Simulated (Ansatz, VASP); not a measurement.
## One calculation of Rh, two programs

The input POSCAR:

```
Rh
1.0
    2.6846822765      0.0000000000      0.0000000000
   -1.3423416298      2.3250028646      0.0000000000
    0.0000000000      0.0000000000      4.3534153613
Rh
2
Direct
    0.6666666667      0.3333333333      0.7500000000
    0.3333333333      0.6666666667      0.2500000000
```

INCAR.step1

```
SYSTEM = Rh
  ALGO = Normal
  EDIFF = 1E-4
  ENCUT = 520
  GGA = PE
  ISMEAR = 1
  LASPH = .TRUE.
  LCHARG = .FALSE.
  LREAL = .FALSE.
  LWAVE = .TRUE.
  NBANDS = 22
  NELM = 60
  PREC = Accurate
  SIGMA = 0.15
```

The input INCAR.step2:

```
SYSTEM = Rh
  ALGO = Normal
  EDIFF = 1E-6
  ENCUT = 520
  ISIF = 2
  ISMEAR = 1
  ISTART = 1
  LASPH = .TRUE.
  LCHARG = .TRUE.
  LELF = .TRUE.
  LMIXTAU = .TRUE.
  LREAL = .FALSE.
  LVHAR = .TRUE.
  LWAVE = .FALSE.
  METAGGA = R2SCAN
  NBANDS = 22
  NELM = 60
  PREC = Accurate
  SIGMA = 0.15
```

File KPOINTS:

```
k-points
0
G
  12 12 7
  0 0 0
```

Input for Ansatz:

```yaml
crystal:
  lattice:
    - [2.684682276475424, 0.0, 0.0]
    - [-1.3423416297614983, 2.3250028645570677, 0.0]
    - [0.0, 0.0, 4.3534153612555695]
  atoms:
    - { symbol: Rh, position: [0.6666666666666666, 0.3333333333333333, 0.75] }
    - { symbol: Rh, position: [0.3333333333333333, 0.6666666666666666, 0.25] }
basis:
  ecutwfc: 600.0
kpoints:
  mp_grid:
    grid: [12, 12, 7]
hamiltonian:
  xc: r2scan
scf:
  occupations:
    method: cold
    width: 0.15
output:
  stress: true
```

Alike in both runs: task single point; functional r2SCAN; k mesh 12 × 12 × 7; no spin polarisation.

|  | VASP | Ansatz |
| --- | --- | --- |
| version | VASP 6.6.1 | Ansatz 0.2.0 |
| potentials or method | VASP PAW PBE potentials, release 64 (Rh_pv), cutoff 520 eV | plane waves, PAW |
| occupations | methfessel-paxton of order 1, width 0.15 eV | cold, width 0.15 eV |
| valence electrons in the cell | 30 | 34 |

|  | VASP | Ansatz | Ansatz less VASP |
| --- | --- | --- | --- |
| pressure (GPa) | 5.0 | 3.7 | -1.27 |
| traceless stress, the component that is largest in VASP (GPa) | 0.01 | -0.25 | -0.258 |

VASP's potentials were made for PBE, not for r2SCAN. VASP's potentials hold 30 valence electrons a cell and Ansatz's 34, so a difference there can come from the potentials and not from the codes.
